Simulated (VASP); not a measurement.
# Lu (Im-3m) in VASP: notebook, part 3 of 3

VASP 6.6.1. Earlier steps stand in the parts before.

### 5 Single point, PBE (25.22 Å³/atom)

This run uses another cell than the first one, of 25.22 Å³/atom.

Contents of INCAR:

```
PREC     = Accurate       # precision mode
ENCUT    = 520            # plane-wave cutoff, eV
EDIFF    = 1E-6           # SCF threshold, eV
ISMEAR   = -1             # smearing method
SIGMA    = 0.1            # smearing width, eV
LREAL    = F              # projectors in reciprocal space
LASPH    = T              # aspherical terms in the spheres
NELM     = 60             # most SCF steps
ALGO     = Normal         # electronic algorithm
ISIF     = 2              # what is computed and relaxed
LWAVE    = F              # write WAVECAR
LCHARG   = F              # write CHGCAR
GGA      = PE             # functional
NBANDS   = 18             # bands
```

Contents of KPOINTS:

```
Automatic mesh
0
Gamma
  14 14 14
```

Contents of POSCAR:

```
Lu
1.0
   -1.8474417472      1.8474417472      1.8474417472
    1.8474417472     -1.8474417472      1.8474417472
    1.8474417472      1.8474417472     -1.8474417472
Lu
1
Direct
    0.0000000000      0.0000000000      0.0000000000
```

Potentials or basis: VASP PAW PBE potentials, release 64 (Lu).

The run is started by

```
> cat potpaw_PBE.64/Lu/POTCAR > POTCAR
> mpirun -np 1 vasp_std > vasp.out
```

OUTCAR:

```text
PREC = Accurate
   ENCUT = 520
   EDIFF = 1E-6
   ISMEAR = -1
   LREAL = F
   LASPH = T
   NELM = 60
   ISIF = 2
   GGA = PE

 ion  position               nearest neighbor table
   1  0.000  0.000  0.000-

  LATTYP: Found a body centered cubic cell.
 ALAT       =     3.6948834944

  Lattice vectors:

 A1 = (  -1.8474417472,   1.8474417472,   1.8474417472)
 A2 = (   1.8474417472,  -1.8474417472,   1.8474417472)
 A3 = (   1.8474417472,   1.8474417472,  -1.8474417472)

Analysis of symmetry for initial positions (statically):
=====================================================================
 Subroutine PRICEL returns:
 Original cell was already a primitive cell.

 Routine SETGRP: Setting up the symmetry group for a
 body centered cubic supercell.

 Subroutine GETGRP returns: Found 48 space group operations
 (whereof 48 operations were pure point group operations)
 out of a pool of 48 trial point group operations.

The static configuration has the point symmetry O_h .

Analysis of symmetry for dynamics (positions and initial velocities):
=====================================================================
 Subroutine PRICEL returns:
 Original cell was already a primitive cell.

 Routine SETGRP: Setting up the symmetry group for a
 body centered cubic supercell.

 Subroutine GETGRP returns: Found 48 space group operations
 (whereof 48 operations were pure point group operations)
 out of a pool of 48 trial point group operations.

The dynamic configuration has the point symmetry O_h .

 Subroutine INISYM returns: Found 48 space group operations
 (whereof 48 operations are pure point group operations),
 and found     1 'primitive' translations

----------------------------------------------------------------------------------------

                                     Primitive cell

  volume of cell :      25.2216

[... 94 lines left out ...]
   POTIM  = 0.5000    time-step for ionic-motion
   TEBEG  =    0.0;   TEEND  =   0.0 temperature during run
   PSTRESS=    0.0 pullay stress
   NELECT =      25.0000    total number of electrons
   NUPDOWN=      -1.0000    fix difference up-down
   EMIN   =  10.00;   EMAX   =-10.00  energy-range for DOS
   EFERMI =   0.00;   METHOD = LEGACY
   ISMEAR =    -1;   SIGMA  =   0.10  broadening in eV -4-tet -1-fermi 0-gaus
   EFERMI_NEDOS =   21; number of points for ismear=-14 and -15
   IALGO  =     38    algorithm
   IMIX   =      4    mixing-type and parameters
     AMIX     =   0.40;   BMIX     =  1.00
     AMIX_MAG =   1.60;   BMIX_MAG =  1.00
  volume/ion in A,a.u.               =      25.22       170.20
  Fermi-wavevector in a.u.,A,eV,Ry     =   1.632290  3.084582 36.250980  2.664372
  Thomas-Fermi vector in A             =   2.724285
   LORBIT       =      0    0 simple, 1 ext, 2 COOP (PROOUT), +10 PAW based schemes
   GGA     = PE    functional components
[... 5 lines left out ...]
 non-spin polarized calculation
  energy-cutoff  :      520.00
  volume of cell :       25.22
 maximum number of plane-waves:       694
   NGX = 11   NGY = 11   NGZ = 11

 number of electron      25.0000013 magnetization

 Free energy of the ion-electron system (eV)
  ---------------------------------------------------
  ext. energy  EPLUGINS =         0.00000000
  ---------------------------------------------------
  free energy    TOTEN  =        -4.29848733 eV

  energy without entropy =       -4.23557223  energy(sigma->0) =       -4.26702978

 E-fermi :   2.9851     XC(G=0): -11.3790

 val. band max:        2.9757440902   @ k =   0.3571   0.2143   0.0000
 cond. band min:       2.9859511184   @ k =  -0.2857   0.4286   0.0714
 fundamental gap:      0.0102070282
 Fermi energy:         2.9851050956

 k-point     1 :       0.0000    0.0000    0.0000
  band No.  band energies     occupation
      1     -53.1209      2.00000
      2     -23.4263      2.00000
      3     -23.4263      2.00000
      4     -23.4263      2.00000
      5      -3.5578      2.00000
      6      -1.9733      2.00000
[... 481 lines left out ...]
      5      -1.9497      2.00000
      6      -1.9261      2.00000
[... 10 lines left out ...]
     17      10.3572      0.00000
     18      13.1012      0.00000

 [... further k-points ...]

------------------------ aborting loop because EDIFF is reached ----------------------------------------

  FORCE on cell =-STRESS in cart. coord.  units (eV):
  Direction    XX          YY          ZZ          XY          YZ          ZX
  --------------------------------------------------------------------------------------
  -------------------------------------------------------------------------------------
  Total        1.4807122      1.4807122      1.4807122      0.0000000     -0.0000000      0.0000000
  in kB       94.0608690     94.0608690     94.0608690      0.0000000     -0.0000000      0.0000000
  external PRESSURE =      94.0608690 kB  Pullay stress =       0.0000000 kB

 VOLUME and BASIS-vectors are now :
 -----------------------------------------------------------------------------
  energy-cutoff  :      520.00
  volume of cell :       25.22
      direct lattice vectors                 reciprocal lattice vectors
    -1.847441747  1.847441747  1.847441747     0.000000000  0.270644528  0.270644528
     1.847441747 -1.847441747  1.847441747     0.270644528  0.000000000  0.270644528
     1.847441747  1.847441747 -1.847441747     0.270644528  0.270644528  0.000000000

 POSITION                                       TOTAL-FORCE (eV/Angst)
 -----------------------------------------------------------------------------------
      0.00000      0.00000      0.00000        -0.000000      0.000000      0.000000
 -----------------------------------------------------------------------------------
    total drift:                               -0.000000      0.000000      0.000000

  FREE ENERGIE OF THE ION-ELECTRON SYSTEM (eV)
  ---------------------------------------------------
  free  energy   TOTEN  =        -4.2984873339 eV

  energy  without entropy=       -4.2355722313  energy(sigma->0) =       -4.26702978
```

OSZICAR:

```text
N       E                     dE             d eps       ncg     rms          rms(c)
DAV:   1     0.791462154331E+02    0.79146E+02   -0.10158E+04  4634   0.466E+03
DAV:   2     0.156489901647E+01   -0.77581E+02   -0.75566E+02  3890   0.354E+02
DAV:   3    -0.421397568810E+01   -0.57789E+01   -0.57291E+01  4196   0.738E+01
DAV:   4    -0.440950556879E+01   -0.19553E+00   -0.19485E+00  5274   0.114E+01
DAV:   5    -0.441403575440E+01   -0.45302E-02   -0.45269E-02  4390   0.143E+00    0.347E+00
DAV:   6    -0.431848229768E+01    0.95553E-01   -0.29266E-01  6418   0.101E+01    0.151E+00
DAV:   7    -0.430024261697E+01    0.18240E-01   -0.29590E-02  5538   0.144E+00    0.378E-01
DAV:   8    -0.429828384416E+01    0.19588E-02   -0.57013E-03  6072   0.653E-01    0.114E-01
DAV:   9    -0.429848811773E+01   -0.20427E-03   -0.53291E-04  4366   0.263E-01    0.347E-02
DAV:  10    -0.429848645967E+01    0.16581E-05   -0.72121E-05  4920   0.695E-02    0.143E-02
DAV:  11    -0.429848733386E+01   -0.87418E-06   -0.62368E-06  4284   0.254E-02
   1 F= -.42984873E+01 E0= -.42670298E+01  d E =-.629151E-01
```

Wall time 41 s (1 thread of AMD EPYC 7R43 (Zen 3), shared host); peak memory 0.15 GiB.

Results:

* Free energy: -4.2985 eV
* Pressure: 9.4 GPa
* Band gap on the k mesh: zero (an odd number of electrons rules out a gap without spin polarisation)

Caveat: the cell stands under pressure; spin-orbit coupling is left out, which moves the levels of the heavy elements.

### 6 Overview

```csv
cell,gap on the mesh (eV),pressure (GPa)
"a = 2.926 Å, angles 109.5°, 1 atom",none,37.2
"a = 3.069 Å, angles 109.5°, 1 atom",none,20.0
"a = 3.200 Å, angles 109.5°, 1 atom",none,9.4
```

Alike in all rows: task single point; level PBE; potentials or basis VASP PAW PBE potentials, release 64 (Lu); no spin polarisation; k mesh 14 × 14 × 14; cutoff (eV) 520; smearing fermi-dirac 0.1 eV.

Caveats: the cell stands under pressure; spin-orbit coupling is left out, which moves the levels of the heavy elements.

Total energies depend on the potentials used, so only differences within one code and one set of settings carry meaning.

The gap in the log of VASP goes by the Fermi energy; the results here count the filled bands.